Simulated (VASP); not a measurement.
Input of a VASP 6.6.1 run:

INCAR

```
SYSTEM = Ga
PREC = Accurate
ENCUT = 520
EDIFF = 1E-6
ISMEAR = 0
SIGMA = 0.027000000000000003
LREAL = .False.
LASPH = .True.
NELM = 60
ALGO = Normal
ISIF = 2
LWAVE = .False.
LCHARG = .True.
GGA = PE
LELF = .True.
LVHAR = .True.
NBANDS = 12
```

The input KPOINTS:

```
Automatic mesh
0
Gamma
  10 10 10
  0 0 0
```

Contents of POSCAR:

```
Ga
1.0
    2.7164800000      0.0000000000      0.0000000000
    0.0000000000      2.7164800000      0.0000000000
    0.0000000000      0.0000000000      2.7164800000
Ga
1
Direct
    0.0000000000      0.0000000000      0.0000000000
```

Potentials or basis: VASP PAW PBE potentials, release 64 (Ga_d).

Launch:

```sh
$ cat potpaw_PBE.64/Ga_d/POTCAR > POTCAR
$ mpirun -np 1 vasp_std > vasp.out
```

Question: What does it give for the pressure?

Answer: 0.5 GPa.
